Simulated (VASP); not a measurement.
# Sr (Fm-3m) in VASP: further runs

The runs below take Sr through electric field gradients, with PBE.

Everything below comes from runs of VASP 6.6.1. Logs are shortened: lines on timing, memory, paths and dates and some standing lists are left out, and cuts for length are marked.

## 1. The cell of the first run

The structure is cubic, space group Fm-3m (No. 225). The conventional cell has a = 6.085 Å, b = 6.085 Å, c = 6.085 Å, α = 90.00°, β = 90.00°, γ = 90.00°. Within 5.6 Å of Sr (site symmetry m-3m) lie 12 Sr at 4.30 Å.

## 2. Electric field gradients, PBE, non-collinear spin, zero start, spin-orbit coupling

INCAR reads:

```
SYSTEM = Sr
PREC     = Accurate       ! precision mode
ENCUT    = 520            ! plane-wave cutoff, eV
EDIFF    = 1E-8           ! SCF threshold, eV
ISMEAR   = -1             ! smearing method
SIGMA    = 0.08           ! smearing width, eV
LREAL    = .False.        ! projectors in reciprocal space
LASPH    = .True.         ! aspherical terms in the spheres
NELM     = 150            ! most SCF steps
ALGO     = Normal         ! electronic algorithm
ISIF     = 2              ! what is computed and relaxed
LWAVE    = .False.        ! write WAVECAR
LCHARG   = .False.        ! write CHGCAR
LNONCOLLINEAR= .True.         ! non-collinear magnetism
MAGMOM   = 0 0 0          ! initial moments
LORBIT   = 11             ! projections on sites
LSORBIT  = .True.         ! spin-orbit coupling
GGA_COMPAT= .False.      
LORBMOM  = .True.       
GGA      = PE             ! functional
LEFG     = .True.       
NBANDS   = 21             ! bands
```

KPOINTS reads:

```
regular mesh
0
Gamma
  10 10 10
  0 0 0
```

POSCAR reads:

```
Sr
1.0
    0.0000000000      3.0423500000      3.0423500000
    3.0423500000      0.0000000000      3.0423500000
    3.0423500000      3.0423500000      0.0000000000
Sr
1
Direct
    0.0000000000      0.0000000000      0.0000000000
```

Potentials or basis: VASP PAW PBE potentials, release 64 (Sr_sv).

On the command line:

```console
cat potpaw_PBE.64/Sr_sv/POTCAR > POTCAR
mpirun -np 1 vasp_ncl > vasp.out
```

OUTCAR:

```text
SYSTEM = Sr
   PREC = Accurate
   ENCUT = 520
   EDIFF = 1E-8
   ISMEAR = -1
   LREAL = .False.
   LASPH = .True.
   NELM = 150
   ISIF = 2
   LNONCOLLINEAR = .True.
   LORBIT = 11
   LSORBIT = .True.
   GGA = PE

 ion  position               nearest neighbor table
   1  0.000  0.000  0.000-

  LATTYP: Found a face centered cubic cell.
 ALAT       =     6.0847000000

  Lattice vectors:

 A1 = (   0.0000000000,   3.0423500000,   3.0423500000)
 A2 = (   3.0423500000,   0.0000000000,   3.0423500000)
 A3 = (   3.0423500000,   3.0423500000,   0.0000000000)

Analysis of symmetry for initial positions (statically):
=====================================================================
 Subroutine PRICEL returns:
 Original cell was already a primitive cell.

 Routine SETGRP: Setting up the symmetry group for a
 face centered cubic supercell.

 Subroutine GETGRP returns: Found 48 space group operations
 (whereof 48 operations were pure point group operations)
 out of a pool of 48 trial point group operations.

The static configuration has the point symmetry O_h .

Analysis of symmetry for dynamics (positions and initial velocities):
=====================================================================
 Subroutine PRICEL returns:
 Original cell was already a primitive cell.

 Routine SETGRP: Setting up the symmetry group for a
 face centered cubic supercell.

 Subroutine GETGRP returns: Found 48 space group operations
 (whereof 48 operations were pure point group operations)
 out of a pool of 48 trial point group operations.

The dynamic configuration has the point symmetry O_h .

Analysis of structural, dynamic, and magnetic symmetry:
=====================================================================
 Subroutine PRICEL returns:
 Original cell was already a primitive cell.

 Routine SETGRP: Setting up the symmetry group for a
 face centered cubic supercell.

 Subroutine GETGRP returns: Found 48 space group operations
 (whereof 48 operations were pure point group operations)
 out of a pool of 48 trial point group operations.

The overall configuration has the point symmetry O_h .

 Subroutine INISYM returns: Found 48 space group operations
 (whereof 48 operations are pure point group operations),
 and found     1 'primitive' translations

----------------------------------------------------------------------------------------

                                     Primitive cell

  volume of cell :      56.3193

  direct lattice vectors                    reciprocal lattice vectors
     0.000000000  3.042350000  3.042350000    -0.164346640  0.164346640  0.164346640
     3.042350000  0.000000000  3.042350000     0.164346640 -0.164346640  0.164346640
     3.042350000  3.042350000  0.000000000     0.164346640  0.164346640 -0.164346640

  length of vectors
     4.302532631  4.302532631  4.302532631     0.284656730  0.284656730  0.284656730

  position of ions in fractional coordinates (direct lattice)
     0.000000000  0.000000000  0.000000000

  ion indices of the primitive-cell ions
   primitive index   ion index
                 1           1

----------------------------------------------------------------------------------------

 KPOINTS: regular mesh

Automatic generation of k-mesh.
 Grid dimensions read from file:
 generate k-points for:   10   10   10

[... 84 lines left out ...]
  volume/ion in A,a.u.               =      56.32       380.06
  Fermi-wavevector in a.u.,A,eV,Ry     =   0.920144  1.738819 11.519569  0.846664
  Thomas-Fermi vector in A             =   2.045416
   LORBIT       =     11    0 simple, 1 ext, 2 COOP (PROOUT), +10 PAW based schemes
   GGA     = PE    functional components
   LHFCALC =     F    Hartree Fock is set to
   AEXX    =    0.0000 exact exchange contribution
   IVDW    =     0    specifies the selected vdW correction
   LEPSILON=     F    determine dielectric tensor
   LRPA    =     F    only Hartree local field effects (RPA)
  energy-cutoff  :      520.00
  volume of cell :       56.32
 maximum number of plane-waves:      3056
   NGX = 15   NGY = 15   NGZ = 15

 number of electron      10.0000000 magnetization       0.0000000      0.0000000      0.0000000

 number of electron      10.0000000 magnetization      -0.0000000     -0.0000000     -0.0000000

 number of electron      10.0000000 magnetization      -0.0000000      0.0000000      0.0000000

 number of electron      10.0000000 magnetization       0.0000000     -0.0000000     -0.0000000

 Free energy of the ion-electron system (eV)
  ---------------------------------------------------
  ext. energy  EPLUGINS =         0.00000000
  ---------------------------------------------------
  free energy    TOTEN  =        -1.73897994 eV

  energy without entropy =       -1.71056471  energy(sigma->0) =       -1.72477232

 E-fermi :   1.4965     XC(G=0):  -7.2790

 val. band max:        1.4837097488   @ k =  -0.3000   0.5000   0.2000
 cond. band min:       1.4992588794   @ k =  -0.3000   0.4000   0.1000
 fundamental gap:      0.0155491306
 Fermi energy:         1.4965121163

 k-point     1 :       0.0000    0.0000    0.0000
  band No.  band energies     occupation
      1     -35.1600      1.00000
      2     -35.1600      1.00000
      3     -17.8296      1.00000
      4     -17.8296      1.00000
      5     -16.6844      1.00000
      6     -16.6844      1.00000
[... 565 lines left out ...]
     20       6.1725      0.00000
     21       7.7497      0.00000

 [... further k-points ...]
[... 5 lines left out ...]
  --------------------------------------------------------------------------------------
  -------------------------------------------------------------------------------------
  Total       -0.0958263     -0.0958263     -0.0958263     -0.0000000      0.0000000      0.0000000
  in kB       -2.7260759     -2.7260759     -2.7260759     -0.0000000      0.0000000      0.0000000
  external PRESSURE =      -2.7260759 kB  Pullay stress =       0.0000000 kB

 VOLUME and BASIS-vectors are now :
 -----------------------------------------------------------------------------
  energy-cutoff  :      520.00
  volume of cell :       56.32
      direct lattice vectors                 reciprocal lattice vectors
     0.000000000  3.042350000  3.042350000    -0.164346640  0.164346640  0.164346640
     3.042350000  0.000000000  3.042350000     0.164346640 -0.164346640  0.164346640
     3.042350000  3.042350000  0.000000000     0.164346640  0.164346640 -0.164346640

 POSITION                                       TOTAL-FORCE (eV/Angst)
 -----------------------------------------------------------------------------------
      0.00000      0.00000      0.00000        -0.000000     -0.000000     -0.000000
 -----------------------------------------------------------------------------------
    total drift:                                0.000000      0.000000      0.000000

  FREE ENERGIE OF THE ION-ELECTRON SYSTEM (eV)
  ---------------------------------------------------
  free  energy   TOTEN  =        -1.7389799351 eV

  energy  without entropy=       -1.7105647081  energy(sigma->0) =       -1.72477232

 Electric field gradients (V/A^2)
---------------------------------------------------------------------
 ion       V_xx      V_yy      V_zz      V_xy      V_xz      V_yz
---------------------------------------------------------------------
   1       0.000    -0.000    -0.000    -0.000    -0.000    -0.000
---------------------------------------------------------------------

 Electric field gradients after diagonalization (V/A^2)
 (convention: |V_zz| > |V_xx| > |V_yy|)
----------------------------------------------------------------------
 ion       V_xx      V_yy      V_zz     asymmetry (V_yy - V_xx)/ V_zz
----------------------------------------------------------------------
   1       0.000     0.000    -0.000       0.000
----------------------------------------------------------------------

           NMR quadrupolar parameters

 Cq : quadrupolar parameter    Cq=e*Q*V_zz/h
 eta: asymmetry parameters     (V_yy - V_xx)/ V_zz
 Q  : nuclear electric quadrupole moment in mb (millibarn)
----------------------------------------------------------------------
 ion       Cq(MHz)       eta       Q (mb)
----------------------------------------------------------------------
   1      -0.000       0.000       1.000
----------------------------------------------------------------------

 orbital moment (x)

 # of ion     p       d       tot
 ----------------------------------------
  1        -0.000  -0.000  -0.000
 ----------------------------------------
           -0.000  -0.000  -0.000

 orbital moment (y)

 # of ion     p       d       tot
 ----------------------------------------
  1        -0.000   0.000   0.000
 ----------------------------------------
           -0.000   0.000   0.000

 orbital moment (z)

 # of ion     p       d       tot
 ----------------------------------------
  1         0.000  -0.000  -0.000
 ----------------------------------------
            0.000  -0.000  -0.000

 Spin-Orbit-Coupling matrix elements

 Ion:    1  E_soc:     -0.1771013
 l=   1
     0.0000000    -0.0295156    -0.0295156
    -0.0295156     0.0000000    -0.0295156
    -0.0295156    -0.0295156     0.0000000
 l=   2
     0.0000000     0.0000026     0.0000000     0.0000026    -0.0000038
     0.0000026     0.0000000    -0.0000029     0.0000026    -0.0000010
     0.0000000    -0.0000029     0.0000000    -0.0000029     0.0000000
     0.0000026     0.0000026    -0.0000029     0.0000000    -0.0000010
    -0.0000038    -0.0000010     0.0000000    -0.0000010     0.0000000
 l=   3
     0.0000000     0.0000000     0.0000000     0.0000000     0.0000000     0.0000000     0.0000000
     0.0000000     0.0000000     0.0000000     0.0000000     0.0000000     0.0000000     0.0000000
     0.0000000     0.0000000     0.0000000     0.0000000     0.0000000     0.0000000     0.0000000
     0.0000000     0.0000000     0.0000000     0.0000000     0.0000000     0.0000000     0.0000000
     0.0000000     0.0000000     0.0000000     0.0000000     0.0000000     0.0000000     0.0000000
     0.0000000     0.0000000     0.0000000     0.0000000     0.0000000     0.0000000     0.0000000
     0.0000000     0.0000000     0.0000000     0.0000000     0.0000000     0.0000000     0.0000000

 total charge

# of ion       s       p       d       tot
------------------------------------------
    1        2.063   5.735   0.126   7.924

 magnetization (x)

# of ion       s       p       d       tot
------------------------------------------
    1       -0.000   0.000  -0.000  -0.000

 magnetization (y)

# of ion       s       p       d       tot
------------------------------------------
    1        0.000   0.000   0.000   0.000

 magnetization (z)

# of ion       s       p       d       tot
------------------------------------------
    1       -0.000   0.000  -0.000  -0.000
```

Run time: 2.2 min. Hardware: 1 thread of Intel Xeon Platinum 8259CL at 2.50GHz (Skylake/Cascade Lake), shared host; peak memory 0.34 GiB.

What came out:

| Property | Result |
| --- | --- |
| Free energy | -1.7390 eV |
| Pressure | -0.3 GPa |
| Net moment | 0.00 μB per cell |
| Largest electric field gradient by atom | under 0.05 V/Å² on every atom |
| Valence electrons inside the program's atomic spheres | Sr 7.92 |

Moments on the atoms (μB; x, y, z):
```
Sr  0.00 0.00 0.00
```

## 3. Electric field gradients, PBE (52.97 Å³/atom)

This run uses another cell than the first one, of 52.97 Å³/atom.

INCAR reads:

```
SYSTEM = Sr
ALGO = Normal
EDIFF = 1E-8
ENCUT = 520
GGA = PE
ISIF = 2
ISMEAR = -1
LASPH = .True.
LCHARG = .False.
LEFG = .True.
LREAL = .False.
LWAVE = .False.
NBANDS = 11
NELM = 80
PREC = Accurate
SIGMA = 0.08
```

KPOINTS reads:

```
k-points
0
Gamma
  10 10 10
  0 0 0
```

POSCAR reads:

```
Sr
1.0
    0.0000000000      2.9807721162      2.9807721162
    2.9807721162      0.0000000000      2.9807721162
    2.9807721162      2.9807721162      0.0000000000
Sr
1
Direct
    0.0000000000      0.0000000000      0.0000000000
```

Potentials or basis: VASP PAW PBE potentials, release 64 (Sr_sv).

On the command line:

```console
cat potpaw_PBE.64/Sr_sv/POTCAR > POTCAR
mpirun -np 1 vasp_std > vasp.out
```

OUTCAR:

```text
SYSTEM = Sr
   EDIFF = 1E-8
   ENCUT = 520
   GGA = PE
   ISIF = 2
   ISMEAR = -1
   LASPH = .True.
   LREAL = .False.
   NELM = 80
   PREC = Accurate

 ion  position               nearest neighbor table
   1  0.000  0.000  0.000-

  LATTYP: Found a face centered cubic cell.
 ALAT       =     5.9615442324

  Lattice vectors:

 A1 = (   0.0000000000,   2.9807721162,   2.9807721162)
 A2 = (   2.9807721162,   0.0000000000,   2.9807721162)
 A3 = (   2.9807721162,   2.9807721162,   0.0000000000)

Analysis of symmetry for initial positions (statically):
=====================================================================
 Subroutine PRICEL returns:
 Original cell was already a primitive cell.

 Routine SETGRP: Setting up the symmetry group for a
 face centered cubic supercell.

[... 516 lines left out ...]
  external PRESSURE =       4.7097600 kB  Pullay stress =       0.0000000 kB

 VOLUME and BASIS-vectors are now :
 -----------------------------------------------------------------------------
  energy-cutoff  :      520.00
  volume of cell :       52.97
      direct lattice vectors                 reciprocal lattice vectors
     0.000000000  2.980772116  2.980772116    -0.167741773  0.167741773  0.167741773
     2.980772116  0.000000000  2.980772116     0.167741773 -0.167741773  0.167741773
     2.980772116  2.980772116  0.000000000     0.167741773  0.167741773 -0.167741773

 POSITION                                       TOTAL-FORCE (eV/Angst)
 -----------------------------------------------------------------------------------
      0.00000      0.00000      0.00000        -0.000000      0.000000      0.000000
 -----------------------------------------------------------------------------------
    total drift:                                0.000000      0.000000      0.000000

  FREE ENERGIE OF THE ION-ELECTRON SYSTEM (eV)
  ---------------------------------------------------
  free  energy   TOTEN  =        -1.6490816859 eV

  energy  without entropy=       -1.6220939357  energy(sigma->0) =       -1.63558781

 Electric field gradients (V/A^2)
---------------------------------------------------------------------
 ion       V_xx      V_yy      V_zz      V_xy      V_xz      V_yz
---------------------------------------------------------------------
   1       0.000     0.000    -0.000     0.000     0.000     0.000
---------------------------------------------------------------------

 Electric field gradients after diagonalization (V/A^2)
 (convention: |V_zz| > |V_xx| > |V_yy|)
----------------------------------------------------------------------
 ion       V_xx      V_yy      V_zz     asymmetry (V_yy - V_xx)/ V_zz
----------------------------------------------------------------------
   1      -0.000    -0.000     0.000       0.000
----------------------------------------------------------------------

           NMR quadrupolar parameters

 Cq : quadrupolar parameter    Cq=e*Q*V_zz/h
 eta: asymmetry parameters     (V_yy - V_xx)/ V_zz
 Q  : nuclear electric quadrupole moment in mb (millibarn)
----------------------------------------------------------------------
 ion       Cq(MHz)       eta       Q (mb)
----------------------------------------------------------------------
   1       0.000       0.000       1.000
----------------------------------------------------------------------
```

It took 40 s on 1 thread of Intel Xeon 8259CL, shared host; peak memory 0.18 GiB.

What came out:

* Free energy: -1.6491 eV
* Pressure: 0.5 GPa
* Band gap on the k mesh: zero (bands 5 and 6 overlap by 0.02 eV)
* Largest electric field gradient by atom: under 0.05 V/Å² on every atom

Levels at points of the mesh, in eV from the Fermi level:
```csv
k point,band 2,band 3,band 4,band 5,band 6,band 7,band 8,band 9
"(0.00, 0.00, 0.00)",-18.43,-18.43,-18.43,-3.71,2.38,2.38,2.38,3.91
"(0.50, 0.00, 0.00)",-18.65,-18.46,-18.46,-1.14,0.11,2.21,2.21,4.99
"(0.50, 0.50, 0.00)",-18.64,-18.51,-18.51,-0.69,0.31,1.14,5.00,5.31
```

(Part 1 of 3 ends here.)
